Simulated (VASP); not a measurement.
# Pt (P6_3/mmc) in VASP: a series of runs, part 2 of 2

VASP 6.6.1.

### 3 Relaxation of cell and atoms, BLYP

This run uses another cell than the first one, of 15.09 Å³/atom, 0.903 times its volume.

The input, INCAR:

```
SYSTEM = Pt
PREC = Accurate
ENCUT = 600
EDIFF = 1E-7
ISMEAR = -1
SIGMA = 0.1
LREAL = .False.
LASPH = .True.
NELM = 60
ALGO = Normal
ISIF = 3
LWAVE = .False.
LCHARG = .False.
GGA = B5
ALDAX = 1.0
AGGAX = 1.0
AGGAC = 1.0
ALDAC = 0.0
IBRION = 2
NSW = 80
EDIFFG = -0.01
```

The input, KPOINTS:

```
regular mesh
0
Gamma
  13 13 4
  0 0 0
```

The input, POSCAR:

```
Pt
1.0
    2.7740467412      0.0000000000      0.0000000000
   -1.3870233706      2.4023949491      0.0000000000
    0.0000000000      0.0000000000      9.0600366567
Pt
4
Direct
    0.0000000000      0.0000000000      0.0000000000
    0.0000000000      0.0000000000      0.5000000000
    0.3333333333      0.6666666667      0.2500000000
    0.6666666667      0.3333333333      0.7500000000
```

Potentials or basis: VASP PAW PBE potentials, release 64 (Pt).

Started as:

```sh
cat potpaw_PBE.64/Pt/POTCAR > POTCAR
mpirun -np 1 vasp_std > vasp.out
```

OUTCAR:

```text
SYSTEM = Pt
   PREC = Accurate
   ENCUT = 600
   EDIFF = 1E-7
   ISMEAR = -1
   LREAL = .False.
   LASPH = .True.
   NELM = 60
   ISIF = 3
   GGA = B5
   IBRION = 2
   NSW = 80
   EDIFFG = -0.01

 ion  position               nearest neighbor table
   1  0.000  0.000  0.000-   3 2.77   4 2.77   3 2.77   4 2.77   4 2.77   3 2.77
   2  0.000  0.000  0.500-   3 2.77   4 2.77   3 2.77   4 2.77   4 2.77   3 2.77
   3  0.333  0.667  0.250-   1 2.77   2 2.77   1 2.77   2 2.77   1 2.77   2 2.77
   4  0.667  0.333  0.750-   1 2.77   2 2.77   1 2.77   2 2.77   1 2.77   2 2.77

  LATTYP: Found a hexagonal cell.
 ALAT       =     2.7740467412
 C/A-ratio  =     3.2660000000

  Lattice vectors:

 A1 = (   2.7740467412,   0.0000000000,   0.0000000000)
 A2 = (  -1.3870233706,   2.4023949491,   0.0000000000)
 A3 = (   0.0000000000,   0.0000000000,   9.0600366567)

Analysis of symmetry for initial positions (statically):
=====================================================================
 Subroutine PRICEL returns:
 Original cell was already a primitive cell.

 Routine SETGRP: Setting up the symmetry group for a
 hexagonal supercell.

 Subroutine GETGRP returns: Found 24 space group operations
 (whereof 12 operations were pure point group operations)
 out of a pool of 24 trial point group operations.

The static configuration has the point symmetry D_3d.
 The point group associated with its full space group is D_6h.

Analysis of symmetry for dynamics (positions and initial velocities):
=====================================================================
 Subroutine PRICEL returns:
 Original cell was already a primitive cell.

 Routine SETGRP: Setting up the symmetry group for a
 hexagonal supercell.

 Subroutine GETGRP returns: Found 24 space group operations
 (whereof 12 operations were pure point group operations)
 out of a pool of 24 trial point group operations.

The dynamic configuration has the point symmetry D_3d.
 The point group associated with its full space group is D_6h.

 Subroutine INISYM returns: Found 24 space group operations
 (whereof 12 operations are pure point group operations),
 and found     1 'primitive' translations

----------------------------------------------------------------------------------------

                                     Primitive cell

  volume of cell :      60.3793

  direct lattice vectors                    reciprocal lattice vectors
     2.774046741  0.000000000  0.000000000     0.360484193  0.208125646  0.000000000
    -1.387023371  2.402394949  0.000000000     0.000000000  0.416251291  0.000000000
     0.000000000  0.000000000  9.060036657     0.000000000  0.000000000  0.110374829

  length of vectors
     2.774046741  2.774046741  9.060036657     0.416251291  0.416251291  0.110374829

  position of ions in fractional coordinates (direct lattice)
     0.000000000  0.000000000  0.000000000
     0.000000000  0.000000000  0.500000000
     0.333333333  0.666666667  0.250000000
     0.666666667  0.333333333  0.750000000

  ion indices of the primitive-cell ions
   primitive index   ion index
                 1           1
                 2           2
                 3           3
                 4           4

----------------------------------------------------------------------------------------

 KPOINTS: regular mesh

Automatic generation of k-mesh.
 Grid dimensions read from file:
 generate k-points for:   13   13    4

 Generating k-lattice:

  Cartesian coordinates                     Fractional coordinates (reciprocal lattice)
     0.027729553  0.016009665  0.000000000     0.076923077  0.000000000  0.000000000
     0.000000000  0.032019330  0.000000000     0.000000000  0.076923077  0.000000000
     0.000000000  0.000000000  0.027593707     0.000000000  0.000000000  0.250000000

  Length of vectors
     0.032019330  0.032019330  0.027593707

  Shift w.r.t. Gamma in fractional coordinates (k-lattice)
     0.000000000  0.000000000  0.000000000

 Subroutine IBZKPT returns following result:
 ===========================================

 Found     63 irreducible k-points:

 Following reciprocal coordinates:
            Coordinates               Weight
  0.000000  0.000000  0.000000      1.000000
  0.076923  0.000000  0.000000      6.000000
  0.153846 -0.000000  0.000000      6.000000
  0.230769 -0.000000  0.000000      6.000000
  0.307692 -0.000000  0.000000      6.000000
  0.384615  0.000000  0.000000      6.000000
[... 16 lines left out ...]
  0.076923  0.000000  0.250000     12.000000
  0.153846 -0.000000  0.250000     12.000000
 [... further k-points ...]
   k-points           NKPTS =     63   k-points in BZ     NKDIM =     63   number of bands    NBANDS=     24
   number of dos      NEDOS =    301   number of ions     NIONS =      4
   total plane-waves  NPLWV =  41472
   dimension x,y,z NGX =    24 NGY =   24 NGZ =   72
   dimension x,y,z NGXF=    48 NGYF=   48 NGZF=  144
   ions per type =               4
   NGX,Y,Z   is equivalent  to a cutoff of  14.38, 14.38, 13.21 a.u.
   NGXF,Y,Z  is equivalent  to a cutoff of  28.77, 28.77, 26.42 a.u.
 SYSTEM =  Pt
   PREC   = accura    normal or accurate (medium, high low for compatibility)
   ISTART =      0    job   : 0-new  1-cont  2-samecut
   ICHARG =      2    charge: 1-file 2-atom 10-const
   ISPIN  =      1    spin polarized calculation?
   LNONCOLLINEAR =      F non collinear calculations
   LSORBIT =      F    spin-orbit coupling
   LASPH  =      T    aspherical Exc in radial PAW
   ENCUT  =  600.0 eV  44.10 Ry    6.64 a.u.   5.54  5.54 18.10*2*pi/ulx,y,z
   NELM   =     60;   NELMIN=  2; NELMDL= -5     # of ELM steps
   EDIFF  = 0.1E-06   stopping-criterion for ELM
   LREAL  =      F    real-space projection
   EDIFFG = -.1E-01   stopping-criterion for IOM
   NSW    =     80    number of steps for IOM
   IBRION =      2    ionic relax: 0-MD 1-quasi-New 2-CG
   NFREE  =      1    steps in history (QN), initial steepest desc. (CG)
   ISIF   =      3    stress and relaxation
   ISYM   =      2    0-nonsym 1-usesym 2-fastsym
   POTIM  = 0.5000    time-step for ionic-motion
   TEBEG  =    0.0;   TEEND  =   0.0 temperature during run
   PSTRESS=    0.0 pullay stress
   NELECT =      40.0000    total number of electrons
   NUPDOWN=      -1.0000    fix difference up-down
   EMIN   =  10.00;   EMAX   =-10.00  energy-range for DOS
   EFERMI =   0.00;   METHOD = LEGACY
   ISMEAR =    -1;   SIGMA  =   0.10  broadening in eV -4-tet -1-fermi 0-gaus
   EFERMI_NEDOS =   21; number of points for ismear=-14 and -15
   IALGO  =     38    algorithm
   IMIX   =      4    mixing-type and parameters
     AMIX     =   0.40;   BMIX     =  1.00
     AMIX_MAG =   1.60;   BMIX_MAG =  1.00
  volume/ion in A,a.u.               =      15.09       101.86
  Fermi-wavevector in a.u.,A,eV,Ry     =   1.427136  2.696897 27.711231  2.036718
  Thomas-Fermi vector in A             =   2.547338
   LORBIT       =      0    0 simple, 1 ext, 2 COOP (PROOUT), +10 PAW based schemes
   GGA     = B5    functional components
   LHFCALC =     F    Hartree Fock is set to
   AEXX    =    0.0000 exact exchange contribution
   IVDW    =     0    specifies the selected vdW correction
   LEPSILON=     F    determine dielectric tensor
   LRPA    =     F    only Hartree local field effects (RPA)
 conjugate gradient relaxation of ions
 non-spin polarized calculation
  energy-cutoff  :      600.00
  volume of cell :       60.38
 maximum number of plane-waves:      2052
 NGX is ok and might be reduce to    24
   NGX = 11   NGY = 11   NGZ = 37

--------------------------------------- Ionic step        1  -------------------------------------------

 number of electron      40.0000003 magnetization

 Free energy of the ion-electron system (eV)
  ---------------------------------------------------
  ext. energy  EPLUGINS =         0.00000000
  ---------------------------------------------------
  free energy    TOTEN  =       -19.48038294 eV

  energy without entropy =      -19.24627598  energy(sigma->0) =      -19.36332946

 E-fermi :  11.8553     XC(G=0): -12.7888

 val. band max:       11.8518015389   @ k =   0.3846   0.0000   0.2500
 cond. band min:      11.8738066405   @ k =   0.3077   0.0769   0.2500
 fundamental gap:      0.0220051017
 Fermi energy:        11.8552846483

 k-point     1 :       0.0000    0.0000    0.0000
  band No.  band energies     occupation
      1       1.7934      2.00000
      2       3.8183      2.00000
      3       3.8241      2.00000
      4       4.5756      2.00000
      5       7.7476      2.00000
      6       7.8107      2.00000
[... 746 lines left out ...]
  FREE ENERGIE OF THE ION-ELECTRON SYSTEM (eV)
  ---------------------------------------------------
  free  energy   TOTEN  =       -20.0043506906 eV

  energy  without entropy=      -19.7347826478  energy(sigma->0) =      -19.86956667

[... ionic steps 4 to 7 ...]

--------------------------------------- Ionic step        8  -------------------------------------------

 number of electron      40.0000003 magnetization

------------------------ aborting loop because EDIFF is reached ----------------------------------------
[... 71 lines left out ...]
--------------------------------------- Ionic step       10  -------------------------------------------

 number of electron      40.0000003 magnetization

 Free energy of the ion-electron system (eV)
  ---------------------------------------------------
  ext. energy  EPLUGINS =         0.00000000
  ---------------------------------------------------
  free energy    TOTEN  =       -20.01524071 eV

  energy without entropy =      -19.75579282  energy(sigma->0) =      -19.88551677

 E-fermi :   9.8961     XC(G=0): -12.1733

 val. band max:        9.8949881634   @ k =   0.4615   0.0769   0.2500
 cond. band min:       9.9047856816   @ k =   0.4615   0.0769   0.0000
 fundamental gap:      0.0097975182
 Fermi energy:         9.8960648678

 k-point     1 :       0.0000    0.0000    0.0000
  band No.  band energies     occupation
      1       0.9619      2.00000
      2       2.7259      2.00000
      3       2.7300      2.00000
      4       3.5724      2.00000
      5       6.3970      2.00000
      6       6.4388      2.00000
[... 670 lines left out ...]
  FREE ENERGIE OF THE ION-ELECTRON SYSTEM (eV)
  ---------------------------------------------------
  free  energy   TOTEN  =       -20.0152407103 eV

  energy  without entropy=      -19.7557928208  energy(sigma->0) =      -19.88551677

 reached required accuracy - stopping structural energy minimisation
```

Wall time 10 min (1 thread of Intel Xeon Platinum 8488C (Sapphire Rapids), shared host); peak memory 0.25 GiB.

What came out:

| Quantity | Value |
| --- | --- |
| Free energy | -20.0152 eV |
| Relaxed volume | 16.80 Å³/atom |
| Relaxed cell | a = 2.848 Å, b = 2.848 Å, c = 9.561 Å, α = 90.00°, β = 90.00°, γ = 120.00° |
| Space group after relaxing (to 0.05 Å) | P6_3/mmc (No. 194) |
| Energy gained by relaxing | 133.7 meV/atom |
| Ionic steps | 10 |
| Pressure after relaxing | 0.0 GPa |

Step by step:
| step | energy change (eV) | largest force (eV/Å) | pressure (GPa) | volume (Å³) |
| --- | --- | --- | --- | --- |
| 1 | 0.0000 | 0.0000 | 27.87 | 60.38 |
| 2 | 1.3690 | 0.0000 | -23.75 | 86.35 |
| 3 | -0.5240 | 0.0000 | -2.03 | 67.89 |
| 4 | -0.5282 | 0.0000 | -0.43 | 67.31 |
| 5 | -0.5284 | 0.0000 | -0.01 | 67.17 |
| 6 | -0.5322 | 0.0000 | 0.02 | 67.15 |
| 7 | -0.5348 | 0.0000 | 0.20 | 67.11 |
| 8 | -0.5348 | 0.0000 | 0.19 | 67.11 |
| 9 | -0.5346 | 0.0000 | -0.45 | 67.33 |
| 10 | -0.5349 | 0.0000 | 0.00 | 67.18 |

Final structure:
```
CELL_PARAMETERS angstrom
2.84838 0.00000 0.00000
-1.42419 2.46677 0.00000
0.00000 0.00000 9.56122
ATOMIC_POSITIONS crystal
Pt 0.00000 0.00000 0.00000
Pt 0.00000 0.00000 0.50000
Pt 0.33333 0.66667 0.25000
Pt 0.66667 0.33333 0.75000
```

Caveat: the bands computed are all filled at some k points, so no gap is given; the PAW data sets were made with another functional, which shifts forces and pressure a little; spin-orbit coupling is left out, which moves the levels of the heavy elements.

### 4 Single point, BLYP

The input, INCAR:

```
SYSTEM = Pt
PREC = Accurate ; ENCUT = 520
EDIFF = 1E-7 ; ISMEAR = -1
SIGMA = 0.1 ; LREAL = .FALSE.
LASPH = .TRUE. ; NELM = 60
ALGO = Normal ; ISIF = 2
LWAVE = .FALSE. ; LCHARG = .TRUE.
GGA = B5 ; ALDAX = 1.0
AGGAX = 1.0 ; AGGAC = 1.0
ALDAC = 0.0 ; LELF = .TRUE.
LVHAR = .TRUE. ; NBANDS = 28
```

The input, KPOINTS:

```
Automatic mesh
0
G
  13 13 4
  0 0 0
```

The input, POSCAR:

```
Pt
1.0
    2.8416517258      0.0000000000      0.0000000000
   -1.4208258629      2.4609425832      0.0000000000
    0.0000000000      0.0000000000      9.5603629235
Pt
4
Direct
    1.0000000000      1.0000000000      0.0000000000
    1.0000000000      1.0000000000      0.5000000000
    0.3333333333      0.6666666667      0.2500000000
    0.6666666667      0.3333333333      0.7500000000
```

Started as:

```sh
cat potpaw_PBE.64/Pt/POTCAR > POTCAR
mpirun -np 1 vasp_std > vasp.out
```

Wall time 1.8 min (1 thread of Intel Xeon 6975P-C, shared host); peak memory 0.24 GiB.

Results (log left out):

```
Free energy            : -20.0185 eV
Pressure               : 0.9 GPa
Band gap on the k mesh : zero (band 20 reaches 10.27 eV, above the bottom of band 21 at 9.16 eV)
```

Stress tensor (GPa, compression positive):
```
1.01 0.00 0.00
0.00 1.01 0.00
0.00 0.00 0.77
```

Levels at points of the mesh, in eV from the Fermi level:
| k point | band 18 | band 19 | band 20 | band 21 | band 22 | band 23 |
| --- | --- | --- | --- | --- | --- | --- |
| (0.00, 0.00, 0.00) | -1.14 | -1.14 | -0.79 | -0.79 | -0.13 | -0.13 |
| (0.00, 0.00, 0.50) | -1.44 | -1.44 | -1.44 | -0.41 | -0.41 | -0.41 |

Caveat: the PAW data sets were made with another functional, which shifts forces and pressure a little; spin-orbit coupling is left out, which moves the levels of the heavy elements.

### 5 Single point, BLYP (volume scaled by 0.88)

The input, INCAR:

```
SYSTEM = Pt
PREC = Accurate ; ENCUT = 520
EDIFF = 1E-6 ; ISMEAR = -1
SIGMA = 0.1 ; LREAL = .False.
LASPH = .True. ; NELM = 60
ALGO = Normal ; ISIF = 2
LWAVE = .False. ; LCHARG = .False.
GGA = B5 ; ALDAX = 1.0
AGGAX = 1.0 ; AGGAC = 1.0
ALDAC = 0.0 ; NBANDS = 28
```

The input, KPOINTS:

```
regular mesh
0
Gamma
  14 14 4
  0 0 0
```

The input, POSCAR:

```
Pt
1.0
    2.7231093011      0.0000000000      0.0000000000
   -1.3615546506      2.3582818321      0.0000000000
    0.0000000000      0.0000000000      9.1615425505
Pt
4
Direct
    1.0000000000      1.0000000000      0.0000000000
    1.0000000000      1.0000000000      0.5000000000
    0.3333333333      0.6666666667      0.2500000000
    0.6666666667      0.3333333333      0.7500000000
```

Started as:

```sh
cat potpaw_PBE.64/Pt/POTCAR > POTCAR
mpirun -np 1 vasp_std > vasp.out
```

It took 96 s on 1 thread of Intel Xeon 6975P-C, shared host; peak memory 0.23 GiB.

Results (log left out):

```
Free energy            : -19.1948 eV
Pressure               : 37.2 GPa
Band gap on the k mesh : zero (band 20 reaches 12.80 eV, above the bottom of band 21 at 11.33 eV)
```

Stress tensor (GPa, compression positive):
```
38.13  0.00  0.00
 0.00 38.13  0.00
 0.00  0.00 35.44
```

Levels at points of the mesh, in eV from the Fermi level:
```
           k point  band 17  band 18  band 19  band 20  band 21  band 22  band 23  band 24
(0.00, 0.00, 0.00)    -2.06    -1.42    -1.42    -0.96    -0.96    -0.55    -0.15    -0.15
(0.50, 0.00, 0.00)     0.29     0.29     0.37     0.38     0.45     1.16     3.33     3.62
(0.00, 0.00, 0.50)    -1.77    -1.77    -1.77    -1.77    -0.49    -0.49    -0.49    -0.49
(0.50, 0.00, 0.50)     0.21     0.21     0.42     0.42     2.13     2.13     3.18     3.18
```

Caveat: the cell differs from its parent crystal (volume scaled by 0.88); the PAW data sets were made with another functional, which shifts forces and pressure a little; spin-orbit coupling is left out, which moves the levels of the heavy elements.

### 6 Single point, BLYP (volume scaled by 0.92)

The input, INCAR:

```
SYSTEM = Pt
AGGAC    = 1.0          
AGGAX    = 1.0          
ALDAC    = 0.0          
ALDAX    = 1.0          
ALGO     = Normal         ! electronic algorithm
EDIFF    = 1E-6           ! SCF threshold, eV
ENCUT    = 520            ! plane-wave cutoff, eV
GGA      = B5             ! functional
ISIF     = 2              ! what is computed and relaxed
ISMEAR   = -1             ! smearing method
LASPH    = .TRUE.         ! aspherical terms in the spheres
LCHARG   = .FALSE.        ! write CHGCAR
LREAL    = .FALSE.        ! projectors in reciprocal space
LWAVE    = .FALSE.        ! write WAVECAR
NBANDS   = 28             ! bands
NELM     = 100            ! most SCF steps
PREC     = Accurate       ! precision mode
SIGMA    = 0.1            ! smearing width, eV
```

The input, KPOINTS:

```
k-points
0
G
  14 14 4
  0 0 0
```

The input, POSCAR:

```
Pt
1.0
    2.7637587165      0.0000000000      0.0000000000
   -1.3818793582      2.3934852584      0.0000000000
    0.0000000000      0.0000000000      9.2983021540
Pt
4
Direct
    1.0000000000      1.0000000000      0.0000000000
    1.0000000000      1.0000000000      0.5000000000
    0.3333333333      0.6666666667      0.2500000000
    0.6666666667      0.3333333333      0.7500000000
```

Potentials or basis: VASP PAW PBE potentials, release 64 (Pt).

Started as:

```sh
cat potpaw_PBE.64/Pt/POTCAR > POTCAR
mpirun -np 1 vasp_std > vasp.out
```

Wall time 1.9 min (1 thread of Intel Xeon 6975P-C, shared host); peak memory 0.24 GiB.

Results (log left out):

```yaml
Free_energy: -19.6836 eV
Pressure: 21.9 GPa
Band_gap_on_the_k_mesh: zero (band 20 reaches 11.90 eV, above the bottom of band 21 at 10.53 eV)
```

Stress tensor (GPa, compression positive):
```
22.44  0.00  0.00
 0.00 22.44  0.00
 0.00  0.00 20.74
```

Levels at points of the mesh, in eV from the Fermi level:
```
           k point  band 18  band 19  band 20  band 21  band 22  band 23
(0.00, 0.00, 0.00)    -1.31    -1.31    -0.90    -0.90    -0.36    -0.14
(0.50, 0.00, 0.00)     0.33     0.35     0.40     0.43     1.26     3.20
(0.00, 0.00, 0.50)    -1.65    -1.65    -1.65    -0.46    -0.46    -0.46
(0.50, 0.00, 0.50)     0.19     0.38     0.38     2.08     2.08     3.10
```

Caveat: the cell differs from its parent crystal (volume scaled by 0.92); the PAW data sets were made with another functional, which shifts forces and pressure a little; spin-orbit coupling is left out, which moves the levels of the heavy elements.

### 7 The runs side by side

| task | cell | k mesh | cutoff (eV) | gap on the mesh (eV) | pressure (GPa) |
| --- | --- | --- | --- | --- | --- |
| single point | a = 2.842, b = 2.842, c = 9.560 Å, angles 90.0, 90.0, 120.0°, 4 atoms | 17 × 17 × 5 | 520 | none | 0.9 |
| relaxation of cell and atoms | relaxed from a = 2.774, b = 2.774, c = 9.060 Å, angles 90.0, 90.0, 120.0°, 4 atoms | 13 × 13 × 4 | 600 | - | 0.0 |
| single point | a = 2.842, b = 2.842, c = 9.560 Å, angles 90.0, 90.0, 120.0°, 4 atoms | 13 × 13 × 4 | 520 | none | 0.9 |
| single point | a = 2.723, b = 2.723, c = 9.162 Å, angles 90.0, 90.0, 120.0°, 4 atoms | 14 × 14 × 4 | 520 | none | 37.2 |
| single point | a = 2.764, b = 2.764, c = 9.298 Å, angles 90.0, 90.0, 120.0°, 4 atoms | 14 × 14 × 4 | 520 | none | 21.9 |

Alike in all rows: level BLYP; potentials or basis VASP PAW PBE potentials, release 64 (Pt); no spin polarisation; smearing fermi-dirac 0.1 eV.

Caveats: the PAW data sets were made with another functional, which shifts forces and pressure a little; spin-orbit coupling is left out, which moves the levels of the heavy elements; the bands computed are all filled at some k points, so no gap is given (some runs).

Total energies depend on the potentials used, so only differences within one code and one set of settings carry meaning.
